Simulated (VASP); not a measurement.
# ZrTi2N3 (I4/mmm) in VASP: single point with PBE

Aim: the single point of ZrTi2N3 with PBE.

Everything below comes from runs of VASP 6.6.1. Logs are shortened: lines on timing, memory, paths and dates and some standing lists are left out, and cuts for length are marked.

### Step 1. The cell of the first run

The structure is tetragonal, space group I4/mmm (No. 139). The conventional cell has a = 3.108 Å, b = 3.108 Å, c = 13.143 Å, α = 90.00°, β = 90.00°, γ = 90.00°. Zr (site symmetry 4/mmm) has 6 N at 2.20 to 2.23 Å within 2.9 Å. Within 2.7 Å of Ti (site symmetry 4mm) lie 6 N at 2.06 to 2.28 Å. Within 2.7 Å of N (site symmetry 4mm) lie 5 Ti at 2.06 to 2.20 Å and 1 Zr at 2.23 Å. Within 2.9 Å of N (site symmetry 4/mmm) lie 4 Zr at 2.20 Å and 2 Ti at 2.28 Å.

### Step 2. Single point, PBE

The input, INCAR:

```
SYSTEM = ZrTi2N3
PREC     = Accurate       ! precision mode
ENCUT    = 520            ! plane-wave cutoff, eV
EDIFF    = 1E-7           ! SCF threshold, eV
ISMEAR   = 0              ! smearing method
SIGMA    = 0.2            ! smearing width, eV
LREAL    = .False.        ! projectors in reciprocal space
LASPH    = .True.         ! aspherical terms in the spheres
NELM     = 80             ! most SCF steps
ALGO     = Normal         ! electronic algorithm
ISIF     = 2              ! what is computed and relaxed
LWAVE    = .False.        ! write WAVECAR
LCHARG   = .False.        ! write CHGCAR
GGA      = PE             ! functional
NBANDS   = 63             ! bands
```

The input, KPOINTS:

```
Automatic mesh
0
Gamma
  8 4 8
  0 0 0
```

The input, POSCAR:

```
ZrTi2N3
1.0
    3.1082178000      0.0000000000      0.0000000000
    0.0000000000     -6.2164356000      0.0000000000
   -1.5541089000      1.5541089000     -6.5715895000
Zr Ti N
2 4 6
Direct
    0.0000000000      0.0000000000      0.0000000000
    0.0000000000      0.5000000000      0.0000000000
    0.3262480000      0.6631240000      0.6524960000
    0.3262480000      0.1631240000      0.6524960000
    0.6737520000      0.8368760000      0.3475040000
    0.6737520000      0.3368760000      0.3475040000
    0.8302090000      0.9151045000      0.6604180000
    0.8302090000      0.4151045000      0.6604180000
    0.1697910000      0.5848955000      0.3395820000
    0.1697910000      0.0848955000      0.3395820000
    0.5000000000      0.7500000000      0.0000000000
    0.5000000000      0.2500000000      0.0000000000
```

Potentials or basis: VASP PAW PBE potentials, release 64 (Zr_sv, Ti_sv, N).

Started as:

```console
> cat potpaw_PBE.64/Zr_sv/POTCAR potpaw_PBE.64/Ti_sv/POTCAR potpaw_PBE.64/N/POTCAR > POTCAR
> mpirun -np 1 vasp_std > vasp.out
```

OUTCAR:

```text
SYSTEM = ZrTi2N3
   PREC = Accurate
   ENCUT = 520
   EDIFF = 1E-7
   ISMEAR = 0
   LREAL = .False.
   LASPH = .True.
   NELM = 80
   ISIF = 2
   GGA = PE

 ion  position               nearest neighbor table
   1  0.000  0.000  0.000-  11 2.20  12 2.20  11 2.20  12 2.20   7 2.23  10 2.23   2 3.11   2 3.11
                             3 3.17   3 3.17   6 3.17   6 3.17   5 3.17   4 3.17   4 3.17   5 3.17
   2  0.000  0.500  0.000-  11 2.20  12 2.20  11 2.20  12 2.20   8 2.23   9 2.23   1 3.11   1 3.11
                             4 3.17   4 3.17   5 3.17   5 3.17   3 3.17   6 3.17   6 3.17   3 3.17
   3  0.326  0.663  0.652-   9 2.06   7 2.20   7 2.20   8 2.20   8 2.20  11 2.28   1 3.17   1 3.17
                             2 3.17   2 3.17
   4  0.326  0.163  0.652-  10 2.06   8 2.20   8 2.20   7 2.20   7 2.20  12 2.28   2 3.17   2 3.17
                             1 3.17   1 3.17
   5  0.674  0.837  0.348-   7 2.06   9 2.20   9 2.20  10 2.20  10 2.20  11 2.28   2 3.17   2 3.17
                             1 3.17   1 3.17
   6  0.674  0.337  0.348-   8 2.06  10 2.20  10 2.20   9 2.20   9 2.20  12 2.28   1 3.17   1 3.17
                             2 3.17   2 3.17
   7  0.830  0.915  0.660-   5 2.06   3 2.20   3 2.20   4 2.20   4 2.20   1 2.23
   8  0.830  0.415  0.660-   6 2.06   4 2.20   4 2.20   3 2.20   3 2.20   2 2.23
   9  0.170  0.585  0.340-   3 2.06   5 2.20   5 2.20   6 2.20   6 2.20   2 2.23
  10  0.170  0.085  0.340-   4 2.06   6 2.20   6 2.20   5 2.20   5 2.20   1 2.23
  11  0.500  0.750  0.000-   1 2.20   2 2.20   1 2.20   2 2.20   3 2.28   5 2.28
  12  0.500  0.250  0.000-   1 2.20   2 2.20   1 2.20   2 2.20   4 2.28   6 2.28

  LATTYP: Found a base centered monoclinic cell.
 ALAT       =    13.5057088714
 B/A-ratio  =     0.2301410337
 C/A-ratio  =     0.4602820673
 COS(beta)  =    -0.2301410337

  Lattice vectors:

 A1 = (  -1.5541089000,   1.5541089000,  -6.5715895000)
 A2 = (   1.5541089000,   1.5541089000,  -6.5715895000)
 A3 = (   0.0000000000,  -6.2164356000,   0.0000000000)

Analysis of symmetry for initial positions (statically):
=====================================================================
 Subroutine PRICEL returns following result:

  LATTYP: Found a body centered tetragonal cell.
 ALAT       =     3.1082178000
 C/A-ratio  =     4.2285257487

  Lattice vectors:

 A1 = (   1.5541089000,   1.5541089000,   6.5715895000)
 A2 = (  -1.5541089000,  -1.5541089000,   6.5715895000)
 A3 = (   1.5541089000,  -1.5541089000,  -6.5715895000)

   2 primitive cells build up your supercell.

 Routine SETGRP: Setting up the symmetry group for a
 base centered monoclinic supercell.

 Subroutine GETGRP returns: Found  4 space group operations
 (whereof  4 operations were pure point group operations)
 out of a pool of  4 trial point group operations.

The static configuration has the point symmetry C_2h.

Analysis of symmetry for dynamics (positions and initial velocities):
=====================================================================
 Subroutine PRICEL returns following result:

  LATTYP: Found a body centered tetragonal cell.
 ALAT       =     3.1082178000
 C/A-ratio  =     4.2285257487

  Lattice vectors:

 A1 = (   1.5541089000,   1.5541089000,   6.5715895000)
 A2 = (  -1.5541089000,  -1.5541089000,   6.5715895000)
 A3 = (   1.5541089000,  -1.5541089000,  -6.5715895000)

   2 primitive cells build up your supercell.

 Routine SETGRP: Setting up the symmetry group for a
 base centered monoclinic supercell.

 Subroutine GETGRP returns: Found  4 space group operations
 (whereof  4 operations were pure point group operations)
 out of a pool of  4 trial point group operations.

The dynamic configuration has the point symmetry C_2h.

 Subroutine INISYM returns: Found  4 space group operations
 (whereof  4 operations are pure point group operations),
 and found     2 'primitive' translations

----------------------------------------------------------------------------------------

                                     Primitive cell
[... 59 lines left out ...]
|     classes:                                                                |
|                                                                             |
|        The reciprocal lattice is base-centered monoclinic,                  |
|        whereas your k-lattice is body-centered tetragonal.                  |
|                                                                             |
|     Results are often still useful ...                                      |
|                                                                             |
 -----------------------------------------------------------------------------

 Subroutine IBZKPT returns following result:
 ===========================================

 Found     78 irreducible k-points:

 Following reciprocal coordinates:
            Coordinates               Weight
  0.000000  0.000000  0.000000      1.000000
  0.125000  0.000000  0.000000      4.000000
  0.250000  0.000000  0.000000      4.000000
  0.375000  0.000000  0.000000      4.000000
  0.500000  0.000000  0.000000      2.000000
  0.000000  0.250000  0.000000      2.000000
[... 16 lines left out ...]
  0.500000  0.000000  0.125000      4.000000
 -0.375000  0.000000  0.125000      4.000000
 [... further k-points ...]
   k-points           NKPTS =     78   k-points in BZ     NKDIM =     78   number of bands    NBANDS=     63
   number of dos      NEDOS =    301   number of ions     NIONS =     12
   total plane-waves  NPLWV =  62208
   dimension x,y,z NGX =    24 NGY =   48 NGZ =   54
   dimension x,y,z NGXF=    48 NGYF=   96 NGZF=  108
   ions per type =               2   4   6
   NGX,Y,Z   is equivalent  to a cutoff of  12.84, 12.84, 12.96 a.u.
   NGXF,Y,Z  is equivalent  to a cutoff of  25.67, 25.67, 25.91 a.u.
 SYSTEM =  ZrTi2N3
   PREC   = accura    normal or accurate (medium, high low for compatibility)
   ISTART =      0    job   : 0-new  1-cont  2-samecut
   ICHARG =      2    charge: 1-file 2-atom 10-const
   ISPIN  =      1    spin polarized calculation?
   LNONCOLLINEAR =      F non collinear calculations
   LSORBIT =      F    spin-orbit coupling
   LASPH  =      T    aspherical Exc in radial PAW
   ENCUT  =  520.0 eV  38.22 Ry    6.18 a.u.   5.78 11.56 12.88*2*pi/ulx,y,z
   NELM   =     80;   NELMIN=  2; NELMDL= -5     # of ELM steps
   EDIFF  = 0.1E-06   stopping-criterion for ELM
   LREAL  =      F    real-space projection
   EDIFFG = 0.1E-05   stopping-criterion for IOM
   NSW    =      0    number of steps for IOM
   IBRION =     -1    ionic relax: 0-MD 1-quasi-New 2-CG
   NFREE  =      0    steps in history (QN), initial steepest desc. (CG)
   ISIF   =      2    stress and relaxation
   ISYM   =      2    0-nonsym 1-usesym 2-fastsym
   POTIM  = 0.5000    time-step for ionic-motion
   TEBEG  =    0.0;   TEEND  =   0.0 temperature during run
   PSTRESS=    0.0 pullay stress
   NELECT =     102.0000    total number of electrons
   NUPDOWN=      -1.0000    fix difference up-down
   EMIN   =  10.00;   EMAX   =-10.00  energy-range for DOS
   EFERMI =   0.00;   METHOD = LEGACY
   ISMEAR =     0;   SIGMA  =   0.20  broadening in eV -4-tet -1-fermi 0-gaus
   EFERMI_NEDOS =   21; number of points for ismear=-14 and -15
   IALGO  =     38    algorithm
   IMIX   =      4    mixing-type and parameters
     AMIX     =   0.40;   BMIX     =  1.00
     AMIX_MAG =   1.60;   BMIX_MAG =  1.00
  volume/ion in A,a.u.               =      10.58        71.41
  Fermi-wavevector in a.u.,A,eV,Ry     =   1.521833  2.875848 31.510780  2.315977
  Thomas-Fermi vector in A             =   2.630495
   LORBIT       =      0    0 simple, 1 ext, 2 COOP (PROOUT), +10 PAW based schemes
   GGA     = PE    functional components
   LHFCALC =     F    Hartree Fock is set to
   AEXX    =    0.0000 exact exchange contribution
   IVDW    =     0    specifies the selected vdW correction
   LEPSILON=     F    determine dielectric tensor
   LRPA    =     F    only Hartree local field effects (RPA)
 non-spin polarized calculation
 Gauss-broadening in eV      SIGMA  =   0.20
  energy-cutoff  :      520.00
  volume of cell :      126.98
 maximum number of plane-waves:      3460
   NGX = 11   NGY = 23   NGZ = 25

 number of electron     102.0000000 magnetization

 Free energy of the ion-electron system (eV)
  ---------------------------------------------------
  ext. energy  EPLUGINS =         0.00000000
  ---------------------------------------------------
  free energy    TOTEN  =      -118.65880972 eV

  energy without entropy =     -118.54644067  energy(sigma->0) =     -118.60262520

 E-fermi :  11.3471     XC(G=0): -12.6993

 val. band max:       11.3414375707   @ k =   0.1250   0.5000   0.0000
 cond. band min:      11.3636768573   @ k =   0.1250   0.0000   0.0000
 fundamental gap:      0.0222392866
 Fermi energy:        11.3470645714

 k-point     1 :       0.0000    0.0000    0.0000
  band No.  band energies     occupation
      1     -46.5134      2.00000
      2     -46.4582      2.00000
      3     -46.4581      2.00000
      4     -46.4443      2.00000
      5     -37.9277      2.00000
      6     -37.8466      2.00000
[... 1573 lines left out ...]
     62      13.6390      0.00000
     63      13.8016      0.00000

 [... further k-points ...]

------------------------ aborting loop because EDIFF is reached ----------------------------------------

  FORCE on cell =-STRESS in cart. coord.  units (eV):
  Direction    XX          YY          ZZ          XY          YZ          ZX
  --------------------------------------------------------------------------------------
  -------------------------------------------------------------------------------------
  Total        0.4036013      0.4036052      0.3219333      0.0000000     -0.0001002      0.0000000
  in kB        5.0926029      5.0926522      4.0621241      0.0000000     -0.0012648      0.0000000
  external PRESSURE =       4.7491264 kB  Pullay stress =       0.0000000 kB

 VOLUME and BASIS-vectors are now :
 -----------------------------------------------------------------------------
  energy-cutoff  :      520.00
  volume of cell :      126.98
      direct lattice vectors                 reciprocal lattice vectors
     3.108217800  0.000000000  0.000000000     0.321727776  0.000000000 -0.076085093
     0.000000000 -6.216435600  0.000000000     0.000000000 -0.160863888 -0.038042547
    -1.554108900  1.554108900 -6.571589500     0.000000000  0.000000000 -0.152170187

 POSITION                                       TOTAL-FORCE (eV/Angst)
 -----------------------------------------------------------------------------------
      0.00000      0.00000      0.00000        -0.000000     -0.000000      0.000000
      0.00000     -3.10822      0.00000         0.000000     -0.000000      0.000000
      0.00000     -3.10822     -4.28794         0.000000     -0.000098     -0.003249
      0.00000     -0.00000     -4.28794         0.000000     -0.000098     -0.003249
      1.55411     -4.66233     -2.28365         0.000000      0.000098      0.003249
      1.55411     -1.55411     -2.28365         0.000000      0.000098      0.003249
      1.55411     -4.66233     -4.34000        -0.000000     -0.000105      0.012141
      1.55411     -1.55411     -4.34000        -0.000000     -0.000105      0.012141
     -0.00000     -3.10822     -2.23159         0.000000      0.000105     -0.012141
     -0.00000     -0.00000     -2.23159         0.000000      0.000105     -0.012141
      1.55411     -4.66233      0.00000         0.000000      0.000000      0.000000
      1.55411     -1.55411      0.00000        -0.000000     -0.000000     -0.000000
 -----------------------------------------------------------------------------------
    total drift:                                0.000000     -0.000000     -0.000000

  FREE ENERGIE OF THE ION-ELECTRON SYSTEM (eV)
  ---------------------------------------------------
  free  energy   TOTEN  =      -118.6588097230 eV

  energy  without entropy=     -118.5464406680  energy(sigma->0) =     -118.60262520
```

Wall time 25 min (1 thread of Intel Xeon Platinum 8259CL at 2.50GHz (Skylake/Cascade Lake), shared host); peak memory 0.58 GiB.

Results:

```yaml
Free_energy: -118.6588 eV
Pressure: 0.5 GPa
Largest_force: 0.012 eV/Å
Band_gap_on_the_k_mesh: zero (band 51 reaches 12.31 eV, above the bottom of band 52 at 10.82 eV)
```

Forces on the atoms (eV/Å):
```
Zr   0.000  0.000  0.000
Zr   0.000  0.000  0.000
Ti   0.000  0.000 -0.003
Ti   0.000  0.000 -0.003
Ti   0.000  0.000  0.003
Ti   0.000  0.000  0.003
N    0.000  0.000  0.012
N    0.000  0.000  0.012
N    0.000  0.000 -0.012
N    0.000  0.000 -0.012
N    0.000  0.000  0.000
N    0.000  0.000  0.000
```

Stress tensor (GPa, compression positive):
```
0.51 0.00 0.00
0.00 0.51 0.00
0.00 0.00 0.41
```
